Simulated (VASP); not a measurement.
# Ni (Fm-3m) in VASP: notebook, part 2 of 3

VASP 6.6.1.

### 3 Single point, BLYP

This run uses another cell than the first one: it holds 1 atom, not 2.

INCAR reads:

```
SYSTEM = Ni
AGGAC = 1.0
AGGAX = 1.0
ALDAC = 0.0
ALDAX = 1.0
ALGO = Normal
EDIFF = 1E-6
ENCUT = 520
GGA = B5
ISIF = 2
ISMEAR = -1
LASPH = .TRUE.
LCHARG = .TRUE.
LELF = .TRUE.
LREAL = .FALSE.
LVHAR = .TRUE.
LWAVE = .FALSE.
NBANDS = 11
NELM = 100
PREC = Accurate
SIGMA = 0.1
```

KPOINTS reads:

```
k-points
0
G
  15 15 15
  0 0 0
```

POSCAR reads:

```
Ni
1.0
    0.0000000000      1.7865802179      1.7865802179
    1.7865802179      0.0000000000      1.7865802179
    1.7865802179      1.7865802179      0.0000000000
Ni
1
Direct
    0.0000000000      0.0000000000      0.0000000000
```

Potentials or basis: VASP PAW PBE potentials, release 64 (Ni).

The run is started by

```sh
$ cat potpaw_PBE.64/Ni/POTCAR > POTCAR
$ mpirun -np 1 vasp_std > vasp.out
```

OUTCAR:

```text
SYSTEM = Ni
   EDIFF = 1E-6
   ENCUT = 520
   GGA = B5
   ISIF = 2
   ISMEAR = -1
   LASPH = .TRUE.
   LREAL = .FALSE.
   NELM = 100
   PREC = Accurate

 ion  position               nearest neighbor table
   1  0.000  0.000  0.000-

  LATTYP: Found a face centered cubic cell.
 ALAT       =     3.5731604358

  Lattice vectors:

 A1 = (   0.0000000000,   1.7865802179,   1.7865802179)
 A2 = (   1.7865802179,   0.0000000000,   1.7865802179)
 A3 = (   1.7865802179,   1.7865802179,   0.0000000000)

Analysis of symmetry for initial positions (statically):
=====================================================================
 Subroutine PRICEL returns:
 Original cell was already a primitive cell.

 Routine SETGRP: Setting up the symmetry group for a
 face centered cubic supercell.

 Subroutine GETGRP returns: Found 48 space group operations
 (whereof 48 operations were pure point group operations)
 out of a pool of 48 trial point group operations.

The static configuration has the point symmetry O_h .

Analysis of symmetry for dynamics (positions and initial velocities):
=====================================================================
 Subroutine PRICEL returns:
 Original cell was already a primitive cell.
[... 159 lines left out ...]
 fundamental gap:      0.0131516653
 Fermi energy:         9.0178612161

 k-point     1 :       0.0000    0.0000    0.0000
  band No.  band energies     occupation
      1       0.6303      2.00000
      2       7.2560      2.00000
      3       7.2560      2.00000
      4       7.2560      2.00000
      5       8.2617      1.99896
      6       8.2617      1.99896
      7      32.8000      0.00000
      8      36.0559      0.00000
      9      36.0559      0.00000
     10      36.0559      0.00000
     11      39.0183      0.00000
[... 309 lines left out ...]
 k-point    24 :       0.2000    0.1333    0.0000
  band No.  band energies     occupation
      1       2.0873      2.00000
      2       6.8103      2.00000
      3       7.5825      2.00000
      4       7.6182      2.00000
      5       7.9471      1.99996
      6       8.4329      1.99425
      7      28.5072      0.00000
      8      30.8416      0.00000
      9      31.6645      0.00000
     10      33.8264      0.00000
     11      37.2993      0.00000

 [... further k-points ...]
[... 5 lines left out ...]
  --------------------------------------------------------------------------------------
  -------------------------------------------------------------------------------------
  Total        0.0181720      0.0181720      0.0181720     -0.0000000      0.0000000     -0.0000000
  in kB        2.5527886      2.5527886      2.5527886     -0.0000000      0.0000000     -0.0000000
  external PRESSURE =       2.5527886 kB  Pullay stress =       0.0000000 kB

 VOLUME and BASIS-vectors are now :
 -----------------------------------------------------------------------------
  energy-cutoff  :      520.00
  volume of cell :       11.41
      direct lattice vectors                 reciprocal lattice vectors
     0.000000000  1.786580218  1.786580218    -0.279864288  0.279864288  0.279864288
     1.786580218  0.000000000  1.786580218     0.279864288 -0.279864288  0.279864288
     1.786580218  1.786580218  0.000000000     0.279864288  0.279864288 -0.279864288

 POSITION                                       TOTAL-FORCE (eV/Angst)
 -----------------------------------------------------------------------------------
      0.00000      0.00000      0.00000        -0.000000      0.000000      0.000000
 -----------------------------------------------------------------------------------
    total drift:                                0.000000     -0.000000      0.000000

  FREE ENERGIE OF THE ION-ELECTRON SYSTEM (eV)
  ---------------------------------------------------
  free  energy   TOTEN  =        -4.6061074660 eV

  energy  without entropy=       -4.5182830447  energy(sigma->0) =       -4.56219526
```

OSZICAR:

```text
N       E                     dE             d eps       ncg     rms          rms(c)
DAV:   1     0.302709600833E+02    0.30271E+02   -0.49269E+03  2742   0.122E+03
DAV:   2    -0.451576395286E+01   -0.34787E+02   -0.33001E+02  2742   0.170E+02
DAV:   3    -0.549707927883E+01   -0.98132E+00   -0.96979E+00  2986   0.335E+01
DAV:   4    -0.550543276549E+01   -0.83535E-02   -0.83503E-02  2980   0.275E+00
DAV:   5    -0.550560228556E+01   -0.16952E-03   -0.16952E-03  3046   0.375E-01    0.874E+00
DAV:   6    -0.498533542477E+01    0.52027E+00   -0.14492E+01  3171   0.523E+01    0.575E+00
DAV:   7    -0.462097933947E+01    0.36436E+00   -0.28231E+00  3147   0.215E+01    0.139E+00
DAV:   8    -0.460787850967E+01    0.13101E-01   -0.15112E-02  3525   0.111E+00    0.430E-01
DAV:   9    -0.460609162100E+01    0.17869E-02   -0.27203E-03  3827   0.378E-01    0.668E-02
DAV:  10    -0.460611008786E+01   -0.18467E-04   -0.21276E-05  2803   0.495E-02    0.246E-02
DAV:  11    -0.460610754222E+01    0.25456E-05   -0.15713E-06  2171   0.150E-02    0.318E-03
DAV:  12    -0.460610746596E+01    0.76256E-07   -0.12508E-07  1452   0.333E-03
   1 F= -.46061075E+01 E0= -.45621953E+01  d E =-.878244E-01
```

stdout:

```text
POSCAR found type information on POSCAR Ni
 POSCAR found :  1 types and       1 ions
 scaLAPACK will be used
 -----------------------------------------------------------------------------
|                                                                             |
|                                                                             |
|     You enforced a specific xc type in the INCAR file but a different       |
|     I HOPE YOU KNOW WHAT YOU ARE DOING!                                     |
|                                                                             |
 -----------------------------------------------------------------------------

 LDA part: xc-table for (Slater(with rela. corr.)+VWN5), standard interpolation
 POSCAR, INCAR and KPOINTS ok, starting setup
 FFT: planning ... GRIDC
 FFT: planning ... GRID_SOFT
 FFT: planning ... GRID
 WAVECAR not read
 entering main loop
```

Run time: 22 s. Hardware: 1 thread of Intel Xeon Platinum 8259CL at 2.50GHz (Skylake/Cascade Lake), shared host; peak memory 0.13 GiB.

Results:

| Item | Value |
| --- | --- |
| Free energy | -4.6061 eV |
| Pressure | 0.3 GPa |
| Band gap on the k mesh | zero (bands 5 and 6 overlap by 0.91 eV) |

Levels at points of the mesh, in eV from the Fermi level:
| k point | band 2 | band 3 | band 4 | band 5 | band 6 | band 7 | band 8 | band 9 |
| --- | --- | --- | --- | --- | --- | --- | --- | --- |
| (0.00, 0.00, 0.00) | -1.76 | -1.76 | -1.76 | -0.76 | -0.76 | 23.78 | 27.04 | 27.04 |

Caveat: the PAW data sets were made with another functional, which shifts forces and pressure a little; the run has no spin polarisation, though such a crystal can be magnetic. Spin polarisation is off, so any magnetic state and its effect on volume and gap are missing.

### 4 Relaxation of cell and atoms, BLYP

This run uses another cell than the first one: it holds 1 atom, not 2.

INCAR reads:

```
AGGAC    = 1.0          
AGGAX    = 1.0          
ALDAC    = 0.0          
ALDAX    = 1.0          
ALGO     = Normal         # electronic algorithm
EDIFF    = 1E-6           # SCF threshold, eV
EDIFFG   = -0.01          # ionic threshold
ENCUT    = 600            # plane-wave cutoff, eV
GGA      = B5             # functional
IBRION   = 2              # ionic algorithm
ISIF     = 3              # what is computed and relaxed
ISMEAR   = -1             # smearing method
LASPH    = True           # aspherical terms in the spheres
LCHARG   = False          # write CHGCAR
LREAL    = False          # projectors in reciprocal space
LWAVE    = False          # write WAVECAR
NELM     = 100            # most SCF steps
NSW      = 80             # ionic steps
PREC     = Accurate       # precision mode
SIGMA    = 0.1            # smearing width, eV
```

KPOINTS reads:

```
k-points
0
Gamma
  15 15 15
```

POSCAR reads:

```
Ni
1.0
    0.0000000000      1.7619400000      1.7619400000
    1.7619400000      0.0000000000      1.7619400000
    1.7619400000      1.7619400000      0.0000000000
Ni
1
Direct
    0.0000000000      0.0000000000      0.0000000000
```

Potentials or basis: VASP PAW PBE potentials, release 64 (Ni).

The run is started by

```sh
$ cat potpaw_PBE.64/Ni/POTCAR > POTCAR
$ mpirun -np 1 vasp_std > vasp.out
```

OUTCAR:

```text
EDIFF = 1E-6
   EDIFFG = -0.01
   ENCUT = 600
   GGA = B5
   IBRION = 2
   ISIF = 3
   ISMEAR = -1
   LASPH = True
   LREAL = False
   NELM = 100
   NSW = 80
   PREC = Accurate

 ion  position               nearest neighbor table
   1  0.000  0.000  0.000-

  LATTYP: Found a face centered cubic cell.
 ALAT       =     3.5238800000

  Lattice vectors:

 A1 = (   0.0000000000,   1.7619400000,   1.7619400000)
 A2 = (   1.7619400000,   0.0000000000,   1.7619400000)
 A3 = (   1.7619400000,   1.7619400000,   0.0000000000)

Analysis of symmetry for initial positions (statically):
=====================================================================
 Subroutine PRICEL returns:
 Original cell was already a primitive cell.

 Routine SETGRP: Setting up the symmetry group for a
[... 245 lines left out ...]

 E-fermi :   9.0052     XC(G=0): -12.3849

 val. band max:        8.9933200981   @ k =   0.4667   0.2000   0.0000
 cond. band min:       9.0064714360   @ k =  -0.3333   0.4000   0.2000
 fundamental gap:      0.0131513380
 Fermi energy:         9.0051803275

 k-point     1 :       0.0000    0.0000    0.0000
  band No.  band energies     occupation
      1       0.6239      2.00000
      2       7.2457      2.00000
      3       7.2457      2.00000
      4       7.2457      2.00000
      5       8.2500      1.99895
      6       8.2500      1.99895
      7      32.7795      0.00000
      8      36.0287      0.00000
      9      36.0287      0.00000
[... 265 lines left out ...]
 k-point    24 :       0.2000    0.1333    0.0000
  band No.  band energies     occupation
      1       2.0800      2.00000
      2       6.8006      2.00000
      3       7.5717      2.00000
      4       7.6073      2.00000
      5       7.9358      1.99995
      6       8.4210      1.99421
      7      28.4836      0.00000
      8      30.8159      0.00000
      9      31.6416      0.00000

 [... further k-points ...]
[... 5 lines left out ...]
  --------------------------------------------------------------------------------------
  -------------------------------------------------------------------------------------
  Total       -0.0032844     -0.0032844     -0.0032844     -0.0000000      0.0000000     -0.0000000
  in kB       -0.4609728     -0.4609728     -0.4609728     -0.0000000      0.0000000     -0.0000000
  external PRESSURE =      -0.4609728 kB  Pullay stress =       0.0000000 kB
[... 16 lines left out ...]
  FREE ENERGIE OF THE ION-ELECTRON SYSTEM (eV)
  ---------------------------------------------------
  free  energy   TOTEN  =        -4.6061249545 eV

  energy  without entropy=       -4.5182359195  energy(sigma->0) =       -4.56218044

 reached required accuracy - stopping structural energy minimisation
```

CONTCAR:

```text
Ni
   1.00000000000000
     0.0000000000000000    1.7871148643860848    1.7871148643860848
     1.7871148643860848   -0.0000000000000000    1.7871148643860848
     1.7871148643860848    1.7871148643860848   -0.0000000000000000
  Ni
     1
Direct
     0.0000000000000000    0.0000000000000000    0.0000000000000000

  0.00000000E+00  0.00000000E+00  0.00000000E+00
```

Run time: 62 s. Hardware: 1 thread of Intel Xeon Platinum 8259CL at 2.50GHz (Skylake/Cascade Lake), shared host; peak memory 0.14 GiB.

What came out:

```yaml
Free_energy: -4.6061 eV
Relaxed_volume: 11.42 Å³/atom
Relaxed_cell: a = 2.527 Å, b = 2.527 Å, c = 2.527 Å, α = 60.00°, β = 60.00°, γ = 60.00°
Space_group_after_relaxing_to_0.1_Å: Fm-3m (No. 225)
Energy_gained_by_relaxing: 11.2 meV/atom
Ionic_steps: 3
Pressure_after_relaxing: 0.0 GPa
Band_gap_on_the_k_mesh: zero (bands 5 and 6 overlap by 0.91 eV)
```

Step by step:
| step | energy change (eV) | largest force (eV/Å) | pressure (GPa) | volume (Å³) |
| --- | --- | --- | --- | --- |
| 1 | 0.0000 | 0.0000 | 7.95 | 10.94 |
| 2 | -0.0041 | 0.0000 | -5.42 | 11.82 |
| 3 | -0.0112 | 0.0000 | -0.05 | 11.42 |

Final structure:
```
CELL_PARAMETERS angstrom
0.00000 1.78711 1.78711
1.78711 0.00000 1.78711
1.78711 1.78711 0.00000
ATOMIC_POSITIONS crystal
Ni 0.00000 0.00000 0.00000
```

Caveat: the PAW data sets were made with another functional, which shifts forces and pressure a little; the run has no spin polarisation, though such a crystal can be magnetic. BLYP gives volumes clearly too large for solids.

### 5 Single point, BLYP

This run uses another cell than the first one: it holds 1 atom, not 2.

INCAR reads:

```
PREC     = Accurate       # precision mode
ENCUT    = 520            # plane-wave cutoff, eV
EDIFF    = 1E-6           # SCF threshold, eV
ISMEAR   = -1             # smearing method
SIGMA    = 0.1            # smearing width, eV
LREAL    = False          # projectors in reciprocal space
LASPH    = True           # aspherical terms in the spheres
NELM     = 100            # most SCF steps
ALGO     = Normal         # electronic algorithm
ISIF     = 2              # what is computed and relaxed
LWAVE    = False          # write WAVECAR
LCHARG   = True           # write CHGCAR
GGA      = B5             # functional
ALDAX    = 1.0          
AGGAX    = 1.0          
AGGAC    = 1.0          
ALDAC    = 0.0          
LELF     = True           # ELF
LVHAR    = True         
NBANDS   = 11             # bands
```

KPOINTS reads:

```
Automatic mesh
0
Gamma
  25 25 25
```

POSCAR reads:

```
Ni
1.0
    0.0000000000      1.7865802179      1.7865802179
    1.7865802179      0.0000000000      1.7865802179
    1.7865802179      1.7865802179      0.0000000000
Ni
1
Direct
    0.0000000000      0.0000000000      0.0000000000
```

The run is started by

```sh
$ cat potpaw_PBE.64/Ni/POTCAR > POTCAR
$ mpirun -np 1 vasp_std > vasp.out
```

Run time: 56 s. Hardware: 1 thread of Intel Xeon Platinum 8259CL at 2.50GHz (Skylake/Cascade Lake), shared host; peak memory 0.17 GiB.

Results (log left out):

- Free energy: -4.6057 eV
- Pressure: 0.3 GPa
- Band gap on the k mesh: zero (bands 5 and 6 overlap by 0.92 eV)

Levels at points of the mesh, in eV from the Fermi level:
| k point | band 1 | band 2 | band 3 | band 4 | band 5 | band 6 | band 7 | band 8 | band 9 | band 10 |
| --- | --- | --- | --- | --- | --- | --- | --- | --- | --- | --- |
| (0.00, 0.00, 0.00) | -8.38 | -1.76 | -1.76 | -1.76 | -0.75 | -0.75 | 23.79 | 27.04 | 27.04 | 27.04 |

Caveat: the PAW data sets were made with another functional, which shifts forces and pressure a little; the run has no spin polarisation, though such a crystal can be magnetic.

(Part 2 of 3 ends here.)
